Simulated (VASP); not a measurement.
# Ir (Fd-3m) in VASP: notebook, part 2 of 2

VASP 6.6.1. Earlier steps stand in the parts before.

## Step 4: Single point, PBE

This run uses another cell than the first one, of 21.78 Å³/atom, 1.010 times its volume.

File INCAR:

```
SYSTEM = Ir
PREC     = Accurate       ! precision mode
ENCUT    = 520            ! plane-wave cutoff, eV
EDIFF    = 1E-6           ! SCF threshold, eV
ISMEAR   = -1             ! smearing method
SIGMA    = 0.05           ! smearing width, eV
LREAL    = .False.        ! projectors in reciprocal space
LASPH    = .True.         ! aspherical terms in the spheres
NELM     = 80             ! most SCF steps
ALGO     = Normal         ! electronic algorithm
ISIF     = 2              ! what is computed and relaxed
LWAVE    = .False.        ! write WAVECAR
LCHARG   = .False.        ! write CHGCAR
GGA      = PE             ! functional
NBANDS   = 16             ! bands
```

File KPOINTS:

```
Automatic mesh
0
Gamma
  14 14 14
  0 0 0
```

File POSCAR:

```
Ir
1.0
    0.0000000000      2.7926652768      2.7926652768
    2.7926652768      0.0000000000      2.7926652768
    2.7926652768      2.7926652768      0.0000000000
Ir
2
Direct
    0.0000000000      0.0000000000      0.0000000000
    0.2500000000      0.2500000000      0.2500000000
```

Potentials or basis: VASP PAW PBE potentials, release 64 (Ir).

The run is started by

```sh
cat potpaw_PBE.64/Ir/POTCAR > POTCAR
mpirun -np 1 vasp_std > vasp.out
```

OUTCAR:

```text
SYSTEM = Ir
   PREC = Accurate
   ENCUT = 520
   EDIFF = 1E-6
   ISMEAR = -1
   LREAL = .False.
   LASPH = .True.
   NELM = 80
   ISIF = 2
   GGA = PE

 ion  position               nearest neighbor table
   1  0.000  0.000  0.000-   2 2.42   2 2.42   2 2.42   2 2.42
   2  0.250  0.250  0.250-   1 2.42   1 2.42   1 2.42   1 2.42

  LATTYP: Found a face centered cubic cell.
 ALAT       =     5.5853305536

  Lattice vectors:

 A1 = (   0.0000000000,   2.7926652768,   2.7926652768)
 A2 = (   2.7926652768,   0.0000000000,   2.7926652768)
 A3 = (   2.7926652768,   2.7926652768,   0.0000000000)

Analysis of symmetry for initial positions (statically):
=====================================================================
 Subroutine PRICEL returns:
 Original cell was already a primitive cell.

 Routine SETGRP: Setting up the symmetry group for a
 face centered cubic supercell.

 Subroutine GETGRP returns: Found 48 space group operations
 (whereof 24 operations were pure point group operations)
 out of a pool of 48 trial point group operations.
[... 158 lines left out ...]
  ---------------------------------------------------
  ext. energy  EPLUGINS =         0.00000000
  ---------------------------------------------------
  free energy    TOTEN  =       -15.70973637 eV

  energy without entropy =      -15.68996935  energy(sigma->0) =      -15.69985286

 E-fermi :   5.0676     XC(G=0): -11.1124

 val. band max:        5.0554275623   @ k =   0.2143   0.2143   0.0000
 cond. band min:       5.0798311114   @ k =   0.5000   0.3571   0.0714
 fundamental gap:      0.0244035491
 Fermi energy:         5.0675973853

 k-point     1 :       0.0000    0.0000    0.0000
  band No.  band energies     occupation
      1      -2.8256      2.00000
      2       0.1051      2.00000
      3       0.1051      2.00000
      4       0.4742      2.00000
      5       0.4742      2.00000
      6       0.4742      2.00000
[... 433 lines left out ...]
      3       0.3111      2.00000
      4       0.3566      2.00000
      5       0.6785      2.00000
      6       1.3410      2.00000
[... 8 lines left out ...]
     15      15.0119      0.00000
     16      17.0865      0.00000

 [... further k-points ...]
[... 5 lines left out ...]
  --------------------------------------------------------------------------------------
  -------------------------------------------------------------------------------------
  Total       -0.5602346     -0.5602346     -0.5602346      0.0000000      0.0000000      0.0000000
  in kB      -20.6060081    -20.6060081    -20.6060081      0.0000000      0.0000000      0.0000000
  external PRESSURE =     -20.6060081 kB  Pullay stress =       0.0000000 kB

 VOLUME and BASIS-vectors are now :
 -----------------------------------------------------------------------------
  energy-cutoff  :      520.00
  volume of cell :       43.56
      direct lattice vectors                 reciprocal lattice vectors
     0.000000000  2.792665277  2.792665277    -0.179040433  0.179040433  0.179040433
     2.792665277  0.000000000  2.792665277     0.179040433 -0.179040433  0.179040433
     2.792665277  2.792665277  0.000000000     0.179040433  0.179040433 -0.179040433

 POSITION                                       TOTAL-FORCE (eV/Angst)
 -----------------------------------------------------------------------------------
      0.00000      0.00000      0.00000         0.000000      0.000000      0.000000
      1.39633      1.39633      1.39633        -0.000000     -0.000000     -0.000000
 -----------------------------------------------------------------------------------
    total drift:                                0.000000     -0.000000      0.000000

  FREE ENERGIE OF THE ION-ELECTRON SYSTEM (eV)
  ---------------------------------------------------
  free  energy   TOTEN  =       -15.7097363716 eV

  energy  without entropy=      -15.6899693455  energy(sigma->0) =      -15.69985286
```

OSZICAR:

```text
N       E                     dE             d eps       ncg     rms          rms(c)
DAV:   1     0.140512800683E+03    0.14051E+03   -0.79311E+03  3336   0.104E+03
DAV:   2    -0.119249899958E+02   -0.15244E+03   -0.13426E+03  3352   0.285E+02
DAV:   3    -0.166280636071E+02   -0.47031E+01   -0.46373E+01  4384   0.589E+01
DAV:   4    -0.166764481595E+02   -0.48385E-01   -0.48377E-01  3744   0.561E+00
DAV:   5    -0.166777324917E+02   -0.12843E-02   -0.12843E-02  4560   0.926E-01    0.140E+01
DAV:   6    -0.158248038111E+02    0.85293E+00   -0.16116E+00  4520   0.144E+01    0.538E+00
DAV:   7    -0.157260358946E+02    0.98768E-01   -0.18926E-01  4744   0.428E+00    0.206E+00
DAV:   8    -0.157098984980E+02    0.16137E-01   -0.19515E-02  3816   0.112E+00    0.237E-01
DAV:   9    -0.157096935927E+02    0.20491E-03   -0.74337E-04  3992   0.225E-01    0.358E-02
DAV:  10    -0.157097378865E+02   -0.44294E-04   -0.46185E-05  4296   0.530E-02    0.775E-03
DAV:  11    -0.157097365856E+02    0.13009E-05   -0.34328E-06  4304   0.190E-02    0.175E-03
DAV:  12    -0.157097363716E+02    0.21402E-06   -0.13950E-07  2144   0.282E-03
   1 F= -.15709736E+02 E0= -.15699853E+02  d E =-.197670E-01
```

stdout:

```text
POSCAR found type information on POSCAR Ir
 POSCAR found :  1 types and       2 ions
 scaLAPACK will be used
 LDA part: xc-table for (Slater+PW92), standard interpolation
 POSCAR, INCAR and KPOINTS ok, starting setup
 FFT: planning ... GRIDC
 FFT: planning ... GRID_SOFT
 FFT: planning ... GRID
 WAVECAR not read
 entering main loop
```

Run time: 35 s. Hardware: 1 thread of Intel Xeon Platinum 8559C (Emerald Rapids), shared host; peak memory 0.21 GiB.

Results:

```
Free energy            : -15.7097 eV
Pressure               : -2.1 GPa
Band gap on the k mesh : zero (band 9 reaches 6.05 eV, above the bottom of band 10 at 4.53 eV)
```

Levels at points of the mesh, in eV from the Fermi level:
```tsv
k point	band 7	band 8	band 9	band 10	band 11	band 12
(0.00, 0.00, 0.00)	-1.72	-1.72	-1.72	0.76	0.76	10.82
(0.50, 0.00, 0.00)	-1.88	-1.00	-1.00	0.23	0.23	1.42
(0.50, 0.50, 0.00)	-2.42	-2.42	0.55	0.55	1.93	1.93
```

Caveat: spin-orbit coupling is left out, which moves the levels of the heavy elements.
